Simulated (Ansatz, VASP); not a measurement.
## One calculation of BP2, two programs

```
B P
1.0
     3.12415    0.00000    0.00000
     0.00000    3.12415    0.00000
     0.00000    0.00000    4.40808
B P
1 2
Cartesian
  0.0000 0.0000 2.2040
  1.5621 0.0000 3.3453
  0.0000 1.5621 1.0628
```

Change from the starting cell: species swapped into the AgI2 type (P-4m2, No. 115).

Alike in both runs: functional PBE; k mesh 6 × 6 × 4; occupations gaussian, width 0.2 eV; no spin polarisation.

Ansatz relaxed the structure, and its values are those at the end. VASP's run is a single point on that final structure, the one shown.

```csv
,VASP,Ansatz
version,VASP 6.6.1,Ansatz 0.2.0
potentials or method,"VASP PAW PBE potentials, release 64 (B, P), cutoff 500 eV","scalar-relativistic, plane waves, PAW"
valence electrons in the cell,13,13
```

VASP gave:

- gap on the k mesh at the Fermi level (eV): none
- pressure (GPa): -0.7
- rms of the force components (eV/Å): 0.007

Task: What did Ansatz give for the same quantities?

Result: gap on the k mesh at the Fermi level (eV): none; pressure (GPa): -0.5; rms of the force components (eV/Å): 0.022.

A gap of «none» marks a metal or a gap that the smearing closes. The functional is the same, so the differences come from potentials, cutoffs and numerics.
